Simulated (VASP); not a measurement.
Write the native input for VASP 6.6.1 that does the following.

```
Task                   : single point
Functional             : PBE
Potentials or basis    : VASP PAW PBE potentials, release 64 (Te, Sn_d)
Cutoff                 : 520 eV
k mesh                 : 7 × 7 × 7
Occupations            : gaussian, width 0.011 eV
Spin                   : no spin polarisation
Dipole correction      : no
Further INCAR settings : ALGO = Normal; EDIFF = 1e-07; NBANDS = 17
```

The structure of SnTe lies in POSCAR:

```
SnTe
1.0
    0.0000000000      3.6111460000      3.6111460000
    3.6111460000      0.0000000000      3.6111460000
    3.6111460000      3.6111460000      0.0000000000
Te Sn
1 1
Direct
    0.2500000000      0.2500000000      0.2500000000
    0.0000000000      0.0000000000      0.0000000000
```

The input as run:

INCAR

```
  ALGO = Normal
  EDIFF = 1E-7
  ENCUT = 520
  GGA = PE
  ISIF = 2
  ISMEAR = 0
  LASPH = True
  LCHARG = True
  LELF = True
  LREAL = False
  LVHAR = True
  LWAVE = False
  NBANDS = 17
  NELM = 80
  PREC = Accurate
  SIGMA = 0.011
```

KPOINTS

```
k-points
0
Gamma
  7 7 7
```

Potentials or basis: VASP PAW PBE potentials, release 64 (Te, Sn_d).

Run with:

```sh
$ cat potpaw_PBE.64/Te/POTCAR potpaw_PBE.64/Sn_d/POTCAR > POTCAR
$ mpirun -np 1 vasp_std > vasp.out
```

Results of the run:

The pressure is -0.1 GPa and the band gap on the k mesh is 0.33 eV, indirect (least direct gap 0.83 eV).

Caveat: spin-orbit coupling is left out, which moves the levels of the heavy elements.

Run time: 46 s on 1 thread of Intel(R) Xeon(R) Platinum 8488C (Sapphire Rapids), with other jobs on the host, peak memory 0.24 GiB.
